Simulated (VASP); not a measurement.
**Pd: relaxation of cell and atoms with PBE**

The system is Pd.

```
CELL_PARAMETERS angstrom
3.99677 0.00000 0.00000
-1.99839 3.46131 0.00000
0.00000 0.00000 2.37290
ATOMIC_POSITIONS crystal
Pd 0.00000 0.00000 0.00000
Pd 0.33333 0.66667 0.50000
Pd 0.66667 0.33333 0.50000
```

This isn't the form of Pd at room conditions, which is fcc.

* Program: VASP 6.6.1
* Task: relaxation of cell and atoms
* Functional: PBE
* Potentials or basis: VASP PAW PBE potentials, release 64 (Pd)
* Cutoff: 600 eV
* k mesh: 9 × 9 × 13
* Occupations: fermi-dirac, width 0.05 eV
* Spin: no spin polarisation
* Target pressure: 150 GPa
* Dipole correction: no
* Further INCAR settings: ALGO = Normal; EDIFF = 1e-06; IBRION = 2; EDIFFG = -0.005; NSW = 32; ISIF = 3

* Relaxed volume: 10.93 Å³/atom
* Relaxed cell: a = 3.995 Å, b = 3.995 Å, c = 2.373 Å, α = 90.00°, β = 90.00°, γ = 120.00°
* Space group after relaxing (to 0.1 Å): P6/mmm (No. 191)
* Energy change on relaxing (the run minimises the enthalpy): +11.1 meV/atom
* Ionic steps: 7
* Pressure after relaxing: 150.0 GPa
* Band gap on the k mesh: zero (bands 15 and 16 overlap by 1.56 eV)

Step by step:
```csv
step,energy change (eV),largest force (eV/Å),pressure (GPa),volume (Å³)
1,0.0000,0.0000,149.08,32.83
2,0.2836,0.0000,156.52,32.53
3,0.0365,0.0000,150.05,32.79
4,0.0358,0.0000,150.05,32.79
5,0.0348,0.0000,150.03,32.79
6,0.0312,0.0000,149.93,32.79
7,0.0333,0.0000,149.96,32.79
```

Final structure:
```
Pd
1.0
     3.99459    0.00000    0.00000
    -1.99730    3.45942    0.00000
     0.00000    0.00000    2.37290
Pd
3
Direct
  0.00000 0.00000 0.00000
  0.33333 0.66667 0.50000
  0.66667 0.33333 0.50000
```

Levels at points of the mesh, in eV from the Fermi level:
| k point | band 13 | band 14 | band 15 | band 16 | band 17 | band 18 |
| --- | --- | --- | --- | --- | --- | --- |
| (0.00, 0.00, 0.00) | -2.46 | -2.46 | 0.33 | 0.33 | 9.40 | 9.40 |

It took 2.5 min on 1 thread of AMD EPYC 7R13 Processor (Zen 3) (shared host), peak memory 0.17 GiB.

Caveat: the cell is relaxed towards a set pressure, so the run minimises the enthalpy, not the energy.
